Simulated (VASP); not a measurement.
KZnF3: relaxation of cell and atoms with PBE

KZnF3:

```
K Zn F
1.0
     4.12593    0.00000    0.00000
     0.00000    4.12593    0.00000
     0.00000    0.00000    4.12593
K Zn F
1 1 3
Direct
  0.00000 0.00000 0.00000
  0.50000 0.50000 0.50000
  0.50000 0.50000 0.00000
  0.00000 0.50000 0.50000
  0.50000 0.00000 0.50000
```

```yaml
Program: VASP 6.6.1
Task: relaxation of cell and atoms
Functional: PBE
Potentials_or_basis: VASP PAW PBE potentials, release 64 (K_sv, Zn, F)
Cutoff: 600 eV
k_mesh: 6 × 6 × 6
Occupations: gaussian, width 0.02 eV
Spin: no spin polarisation
Dipole_correction: no
Further_INCAR_settings: ALGO = Normal; EDIFF = 1e-07; IBRION = 2; EDIFFG = -0.01; NSW = 100; ISIF = 3
```

The relaxed volume is 14.09 Å³/atom, the relaxed cell is a = 4.130 Å, b = 4.130 Å, c = 4.130 Å, α = 90.00°, β = 90.00°, γ = 90.00° and the space group after relaxing (to 0.1 Å) is Pm-3m (No. 221). The energy gained by relaxing is 0.0 meV/atom. The ionic steps are 2 and the pressure after relaxing is 0.0 GPa. The band gap on the k mesh is 3.65 eV (least direct gap 5.17 eV).

Step by step:
```csv
step,energy change (eV),largest force (eV/Å),pressure (GPa),volume (Å³)
1,0.0000,0.0000,0.26,70.24
2,-0.0002,0.0000,0.00,70.47
```

Final structure:
```
K Zn F
1.0
     4.13041    0.00000    0.00000
     0.00000    4.13041    0.00000
     0.00000    0.00000    4.13041
K Zn F
1 1 3
Direct
  0.00000 0.00000 0.00000
  0.50000 0.50000 0.50000
  0.50000 0.50000 0.00000
  0.00000 0.50000 0.50000
  0.50000 0.00000 0.50000
```

Levels at points of the mesh, in eV from the valence-band top:
| k point | band 18 | band 19 | band 20 | band 21 | band 22 | band 23 | band 24 | band 25 |
| --- | --- | --- | --- | --- | --- | --- | --- | --- |
| (0.00, 0.00, 0.00) | -1.69 | -1.52 | -1.52 | -1.52 | 3.65 | 8.93 | 8.93 | 9.26 |
| (0.50, 0.00, 0.00) | -1.67 | -1.55 | -1.46 | -1.46 | 6.27 | 8.25 | 9.82 | 11.11 |
| (0.50, 0.50, 0.00) | -1.54 | -1.54 | -1.19 | 0.00 | 7.78 | 9.96 | 9.96 | 10.15 |
| (0.50, 0.50, 0.50) | -1.17 | -1.17 | 0.00 | 0.00 | 8.50 | 8.50 | 8.50 | 9.75 |

Run time: 2.9 min on 1 thread of Intel Xeon 8259CL (shared host), peak memory 0.21 GiB.

A k mesh can miss the band edges. PBE usually gives volumes a little too large and moduli too small.
